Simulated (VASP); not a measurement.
# HfO2 (Fm-3m) in VASP: vibrations by perturbation theory with PBE

Aim: the vibrations by perturbation theory of HfO2 with PBE.

Everything below comes from runs of VASP 6.6.1. Logs are shortened: lines on timing, memory, paths and dates and some standing lists are left out, and cuts for length are marked.

### Step 1. The cell of the first run

The structure is cubic, space group Fm-3m (No. 225). The conventional cell has a = 5.098 Å, b = 5.098 Å, c = 5.098 Å, α = 90.00°, β = 90.00°, γ = 90.00°. Hf (site symmetry m-3m) has 8 O at 2.21 Å within 2.9 Å. O (site symmetry -43m) has 4 Hf at 2.21 Å and 6 O at 2.55 Å within 2.9 Å.

### Step 2. Vibrations by perturbation theory, PBE

INCAR reads:

```
SYSTEM = HfO2
PREC = Accurate
ENCUT = 520
EDIFF = 1E-8
ISMEAR = 0
SIGMA = 0.01
LREAL = .False.
LASPH = .True.
NELM = 100
ALGO = Normal
ISIF = 2
LWAVE = .False.
LCHARG = .True.
GGA = PE
IBRION = 8
NSW = 1
LEPSILON = .True.
```

KPOINTS reads:

```
regular mesh
0
Gamma
  8 8 8
  0 0 0
```

POSCAR reads:

```
HfO2
1.0
    0.0000000000      2.5487984378      2.5487984378
    2.5487984378      0.0000000000      2.5487984378
    2.5487984378      2.5487984378      0.0000000000
Hf O
1 2
Direct
    0.0000000000      0.0000000000      0.0000000000
    0.7500000000      0.7500000000      0.7500000000
    0.2500000000      0.2500000000      0.2500000000
```

Potentials or basis: VASP PAW PBE potentials, release 64 (Hf_pv, O).

On the command line:

```sh
$ cat potpaw_PBE.64/Hf_pv/POTCAR potpaw_PBE.64/O/POTCAR > POTCAR
$ mpirun -np 1 vasp_std > vasp.out
```

OUTCAR:

```text
SYSTEM = HfO2
   PREC = Accurate
   ENCUT = 520
   EDIFF = 1E-8
   ISMEAR = 0
   LREAL = .False.
   LASPH = .True.
   NELM = 100
   ISIF = 2
   GGA = PE
   IBRION = 8
   NSW = 1
   LEPSILON = .True.

 ion  position               nearest neighbor table
   1  0.000  0.000  0.000-   2 2.21   2 2.21   2 2.21   2 2.21   3 2.21   3 2.21   3 2.21   3 2.21

   2  0.750  0.750  0.750-   1 2.21   1 2.21   1 2.21   1 2.21
   3  0.250  0.250  0.250-   1 2.21   1 2.21   1 2.21   1 2.21

  LATTYP: Found a face centered cubic cell.
 ALAT       =     5.0975968756

  Lattice vectors:

 A1 = (   0.0000000000,   2.5487984378,   2.5487984378)
 A2 = (   2.5487984378,   0.0000000000,   2.5487984378)
 A3 = (   2.5487984378,   2.5487984378,   0.0000000000)

Analysis of symmetry for initial positions (statically):
=====================================================================
 Subroutine PRICEL returns:
 Original cell was already a primitive cell.

 Routine SETGRP: Setting up the symmetry group for a
 face centered cubic supercell.

 Subroutine GETGRP returns: Found 48 space group operations
 (whereof 48 operations were pure point group operations)
 out of a pool of 48 trial point group operations.

The static configuration has the point symmetry O_h .

Analysis of symmetry for dynamics (positions and initial velocities):
=====================================================================
 Subroutine PRICEL returns:
 Original cell was already a primitive cell.

 Routine SETGRP: Setting up the symmetry group for a
 face centered cubic supercell.

 Subroutine GETGRP returns: Found 48 space group operations
 (whereof 48 operations were pure point group operations)
 out of a pool of 48 trial point group operations.

The dynamic configuration has the point symmetry O_h .

[... 682 lines left out ...]
  --------------------------------------------------------------------------------
  x     0.00000     0.00000     0.00000     0.00000     0.00000     0.00000
  y     0.00000     0.00000     0.00000     0.00000     0.00000     0.00000
  z     0.00000     0.00000     0.00000     0.00000     0.00000     0.00000

 PIEZOELECTRIC TENSOR (including local field effects)  for field in x, y, z        (C/m^2)
          XX          YY          ZZ          XY          YZ          ZX
  --------------------------------------------------------------------------------
  x     0.00000     0.00000     0.00000     0.00000     0.00000     0.00000
  y     0.00000     0.00000     0.00000     0.00000     0.00000     0.00000
  z     0.00000     0.00000     0.00000     0.00000     0.00000     0.00000

 BORN EFFECTIVE CHARGES (including local field effects) (in |e|, cummulative output)
 ---------------------------------------------------------------------------------
 ion    1
    1     5.51136     0.00000     0.00000
    2     0.00000     5.51136     0.00000
    3     0.00000     0.00000     5.51136
 ion    2
    1    -2.75568     0.00000     0.00000
    2     0.00000    -2.75568     0.00000
    3     0.00000     0.00000    -2.75568
 ion    3
    1    -2.75568     0.00000     0.00000
    2     0.00000    -2.75568     0.00000
    3     0.00000     0.00000    -2.75568

 INTERNAL STRAIN TENSOR FOR ION    3 for displacements in x,y,z  (eV/Angst):
          X           Y           Z          XY          YZ          ZX
  --------------------------------------------------------------------------------
  x    -0.00000    -0.00000    -0.00000     0.00000    -6.06392     0.00000
  y    -0.00000    -0.00000    -0.00000     0.00000     0.00000    -6.06392
  z    -0.00000    -0.00000    -0.00000    -6.06392     0.00000     0.00000

 SECOND DERIVATIVES (NOT SYMMETRIZED)
 ------------------------------------
               1X          1Y          1Z          2X          2Y          2Z          3X          3Y          3Z
  1X    -4.355612    0.000000    0.000000    2.177806    0.000000    0.000000    2.177806    0.000000    0.000000
  1Y     0.000000   -4.355612    0.000000    0.000000    2.177806    0.000000    0.000000    2.177806    0.000000
  1Z     0.000000    0.000000   -4.355612    0.000000    0.000000    2.177806    0.000000    0.000000    2.177806
  2X     2.165579    0.000000    0.000000  -10.278067    0.000000    0.000000    8.112488    0.000000    0.000000
  2Y     0.000000    2.165579    0.000000    0.000000  -10.278067    0.000000    0.000000    8.112488    0.000000
  2Z     0.000000    0.000000    2.165579    0.000000    0.000000  -10.278067    0.000000    0.000000    8.112488
  3X     2.165579    0.000000    0.000000    8.112488    0.000000    0.000000  -10.278067    0.000000    0.000000
  3Y     0.000000    2.165579    0.000000    0.000000    8.112488    0.000000    0.000000  -10.278067    0.000000
  3Z     0.000000    0.000000    2.165579    0.000000    0.000000    8.112488    0.000000    0.000000  -10.278067

 Eigenvectors and eigenvalues of the dynamical matrix
 ----------------------------------------------------

   1 f  =   16.760546 THz   105.309616 2PiTHz  559.071632 cm-1    69.316017 meV
             X         Y         Z           dx          dy          dz
      0.000000  0.000000  0.000000    -0.000000    0.000000   -0.000000
      3.823198  3.823198  3.823198    -0.000000    0.000000   -0.707107
      1.274399  1.274399  1.274399     0.000000   -0.000000    0.707107
[... 43 lines left out ...]
   9 f/i=    0.006328 THz     0.039760 2PiTHz    0.211080 cm-1     0.026171 meV
             X         Y         Z           dx          dy          dz
      0.000000  0.000000  0.000000     0.552877   -0.126013   -0.725047
      3.823198  3.823198  3.823198     0.165999   -0.037835   -0.217692
      1.274399  1.274399  1.274399     0.165999   -0.037835   -0.217692

--------------------------------------------------------------------------------------------------------

 MACROSCOPIC STATIC DIELECTRIC TENSOR IONIC CONTRIBUTION
 ------------------------------------------------------
          38.177703     0.000000    -0.000000
           0.000000    38.177703     0.000000
          -0.000000     0.000000    38.177703
 ------------------------------------------------------

 ELASTIC MODULI CONTR FROM IONIC RELAXATION (kBar)
 Direction    XX          YY          ZZ          XY          YZ          ZX
 --------------------------------------------------------------------------------
 XX          -0.0000     -0.0000     -0.0000     -0.0000     -0.0000     -0.0000
 YY          -0.0000     -0.0000     -0.0000     -0.0000     -0.0000     -0.0000
 ZZ          -0.0000     -0.0000     -0.0000     -0.0000     -0.0000     -0.0000
 XY          -0.0000     -0.0000     -0.0000   -193.4712     -0.0000      0.0000
 YZ          -0.0000     -0.0000     -0.0000     -0.0000   -193.4712     -0.0000
 ZX          -0.0000     -0.0000     -0.0000      0.0000     -0.0000   -193.4712
 --------------------------------------------------------------------------------

 PIEZOELECTRIC TENSOR IONIC CONTR  for field in x, y, z        (C/m^2)
          XX          YY          ZZ          XY          YZ          ZX
  --------------------------------------------------------------------------------
  x     0.00000     0.00000     0.00000     0.00000     0.00000     0.00000
  y     0.00000    -0.00000    -0.00000    -0.00000     0.00000    -0.00000
  z    -0.00000     0.00000     0.00000     0.00000    -0.00000     0.00000
```

It took 9.3 min on 1 thread of Intel Xeon Platinum 8259CL at 2.50GHz (Skylake/Cascade Lake), shared host; peak memory 0.29 GiB.

What came out:

```
Electronic dielectric tensor (diagonal)                 : 5.26
Born charges (mean of the diagonal)                     : Hf +5.51; O -2.76 e
Highest phonon frequency at Γ, LO-TO splitting left out : 559 cm⁻¹
```

Phonon frequencies in cm⁻¹ (negative: imaginary):
| q point | frequencies |
| --- | --- |
| (0.000, 0.000, 0.000) | 0 0 0 208 208 208 559 559 559 |

Electronic dielectric tensor:
```
5.26 0.00 0.00
0.00 5.26 0.00
0.00 0.00 5.26
```

Born effective charge tensors (e):
atom 1, Hf
```
5.51 0.00 0.00
0.00 5.51 0.00
0.00 0.00 5.51
```
atom 2, O
```
-2.76  0.00  0.00
 0.00 -2.76  0.00
 0.00  0.00 -2.76
```
atom 3, O
```
-2.76  0.00  0.00
 0.00 -2.76  0.00
 0.00  0.00 -2.76
```

Caveat: the cell wasn't relaxed at this level first, which shifts response properties; spin-orbit coupling is left out, which moves the levels of the heavy elements.
